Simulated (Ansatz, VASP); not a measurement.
Given: the input of a run of VASP 6.6.1 on Bi.

Contents of INCAR:

```
SYSTEM = Bi
PREC = Accurate ; ENCUT = 520
EDIFF = 1E-6 ; ISMEAR = -1
SIGMA = 0.05 ; LREAL = .False.
LASPH = .True. ; NELM = 80
ALGO = Fast ; ISIF = 2
LWAVE = .False. ; LCHARG = .False.
GGA = PE ; NBANDS = 22
```

File KPOINTS:

```
regular mesh
0
Gamma
  8 8 4
  0 0 0
```

Contents of POSCAR:

```
Bi
1.0
    3.3018899442      0.0000000000      0.0000000000
    0.0000000000      3.2848288383      0.0000000000
   -0.0820328266      0.0000000000      6.5702716347
Bi
2
Direct
    0.5442472500      0.0000000000      0.7495778900
    0.4557527500      0.0000000000      0.2504221100
```

Potentials or basis: VASP PAW PBE potentials, release 64 (Bi_d).

The run is started by

```bash
$ cat potpaw_PBE.64/Bi_d/POTCAR > POTCAR
$ mpirun -np 1 vasp_std > vasp.out
```

Task: Set up the same calculation for Ansatz 0.2.0. Potentials there: all-electron LAPW, scalar-relativistic.

Result: As run (the cutoff follows the program's own potentials):

Contents of input.yaml:

```yaml
crystal:
  lattice:
    - [3.3018899442, 0.0, 0.0]
    - [0.0, 3.2848288383, 0.0]
    - [-0.0820328266, 0.0, 6.5702716347]
  atoms:
    - { symbol: Bi, position: [0.54424725, 0.0, 0.74957789] }
    - { symbol: Bi, position: [0.45575275, 0.0, 0.25042211] }
kpoints:
  mp_grid: { grid: [8, 8, 4] }
scf:
  occupations: { method: fermi_dirac, width: 0.05 }
hamiltonian:
  xc: pbe
  pseudopotentials: { kind: all_electron, lapw: { basis_error: 0.0005 } }
output:
  forces: true
  stress: true
  eigenvalues: true
```

Potentials or basis: all-electron LAPW, scalar-relativistic.

Command:

```bash
$ ansatz run input.yaml --threads 1 --pin off --max-ram 3072MiB --backend cpu --events-out ev --progress --plain --runs-dir out
```

Both were run:

|  | VASP | Ansatz | Ansatz less VASP |
| --- | --- | --- | --- |
| gap on the k mesh at the Fermi level (eV) | none | none | - |
| pressure (GPa) | -0.8 | -0.7 | +0.08 |
| traceless stress, the component that is largest in VASP (GPa) | 0.49 | 0.50 | +0.004 |
| rms of the force components (eV/Å) | 0.011 | 0.011 | +0.0001 |

Atom by atom the forces differ by 0.000 eV/Å (rms over components). A gap of «none» marks a metal or a gap that the smearing closes. Ansatz ran all-electron here, and VASP with PAW potentials.

Spin-orbit coupling is off throughout.
